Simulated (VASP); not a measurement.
Set up this calculation in VASP 6.6.1, as the native input.

* Task: single point
* Functional: PBE
* Potentials or basis: VASP PAW PBE potentials, release 64 (In_d, P)
* Cutoff: 520 eV
* k mesh: 10 × 10 × 10
* Occupations: fermi-dirac, width 0.02 eV
* Spin: no spin polarisation
* Dipole correction: no
* Further INCAR settings: ALGO = Normal; EDIFF = 1e-06; NBANDS = 16

The structure of InP (zincblende type) lies in POSCAR:

```
InP
1.0
    0.0000000000      2.9797366548      2.9797366548
    2.9797366548      0.0000000000      2.9797366548
    2.9797366548      2.9797366548      0.0000000000
In P
1 1
Direct
    0.0000000000      0.0000000000      0.0000000000
    0.2500000000      0.2500000000      0.2500000000
```

One way to write it, as run:

INCAR

```
SYSTEM = InP
  PREC = Accurate
  ENCUT = 520
  EDIFF = 1E-6
  ISMEAR = -1
  SIGMA = 0.02
  LREAL = .FALSE.
  LASPH = .TRUE.
  NELM = 100
  ALGO = Normal
  ISIF = 2
  LWAVE = .FALSE.
  LCHARG = .FALSE.
  GGA = PE
  NBANDS = 16
```

KPOINTS

```
regular mesh
0
G
  10 10 10
  0 0 0
```

Potentials or basis: VASP PAW PBE potentials, release 64 (In_d, P).

Command:

```bash
$ cat potpaw_PBE.64/In_d/POTCAR potpaw_PBE.64/P/POTCAR > POTCAR
$ mpirun -np 1 vasp_std > vasp.out
```

Results of the run:

```json
{
 "Pressure": "-0.1 GPa",
 "Band gap on the k mesh": "0.44 eV"
}
```

Caveat: semilocal functionals underestimate gaps, and a narrow one can read as zero; spin-orbit coupling is left out, which moves the levels of the heavy elements.

Run time: 41 s on 1 thread of Intel Xeon 8259CL, with other jobs on the host, peak memory 0.19 GiB.
